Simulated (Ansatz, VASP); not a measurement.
# Two plane-wave programs on RbCu3

```
Rb Cu
1.0
     4.33942    0.00000    0.00000
     0.00000    4.33942    0.00000
     0.00000    0.00000    4.33942
Rb Cu
1 3
Direct
  0.00000 0.00000 0.00000
  0.00000 0.50000 0.50000
  0.50000 0.00000 0.50000
  0.50000 0.50000 0.00000
```

Alike in both runs: functional PBE; k mesh 12 × 12 × 12; occupations gaussian, width 0.1 eV; no spin polarisation.

Ansatz relaxed the structure, and its values are those at the end. VASP's run is a single point on that final structure, the one shown.

```csv
,VASP,Ansatz
version,VASP 6.6.1,Ansatz 0.2.0
potentials or method,"VASP PAW PBE potentials, release 64 (Rb_sv, Cu), cutoff 520 eV","scalar-relativistic, plane waves, PAW"
valence electrons in the cell,42,66
```

```csv
,VASP,Ansatz,Ansatz less VASP
gap on the k mesh at the Fermi level (eV),none,none,-
pressure (GPa),0.2,0.0,-0.21
```

A gap of «none» marks a metal or a gap that the smearing closes. The functional is the same, so the differences come from potentials, cutoffs and numerics. VASP's potentials hold 42 valence electrons a cell and Ansatz's 66, so a difference there can come from the potentials and not from the codes.
